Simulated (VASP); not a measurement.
Write the native input for VASP 6.6.1 that does the following.

- Task: single point
- Functional: PBE
- Potentials or basis: VASP PAW PBE potentials, release 64 (Te, Be)
- Cutoff: 520 eV
- k mesh: 5 × 5 × 5
- Occupations: fermi-dirac, width 0.03 eV
- Spin: no spin polarisation
- Dipole correction: no
- Further INCAR settings: ALGO = Normal; EDIFF = 1e-06; NBANDS = 11

The structure of BeTe lies in POSCAR:

```
BeTe
1.0
    0.0000000000      2.7700000000      2.7700000000
    2.7700000000      0.0000000000      2.7700000000
    2.7700000000      2.7700000000      0.0000000000
Te Be
1 1
Direct
    0.7500000000      0.7500000000      0.7500000000
    0.0000000000      0.0000000000      0.0000000000
```

One way to write it, as run:

INCAR

```
SYSTEM = BeTe
ALGO = Normal
EDIFF = 1E-6
ENCUT = 520
GGA = PE
ISIF = 2
ISMEAR = -1
LASPH = .TRUE.
LCHARG = .FALSE.
LREAL = .FALSE.
LWAVE = .FALSE.
NBANDS = 11
NELM = 100
PREC = Accurate
SIGMA = 0.03
```

KPOINTS

```
k-points
0
G
  5 5 5
  0 0 0
```

Potentials or basis: VASP PAW PBE potentials, release 64 (Te, Be).

The run is started by

```bash
$ cat potpaw_PBE.64/Te/POTCAR potpaw_PBE.64/Be/POTCAR > POTCAR
$ mpirun -np 1 vasp_std > vasp.out
```

Results of the run:

- Pressure: 4.6 GPa
- Band gap on the k mesh: 1.96 eV, indirect (least direct gap 3.56 eV)

Caveat: spin-orbit coupling is left out, which moves the levels of the heavy elements.

Wall time 9.8 s on 1 thread of Intel Xeon 8259CL (shared host), peak memory 0.13 GiB.
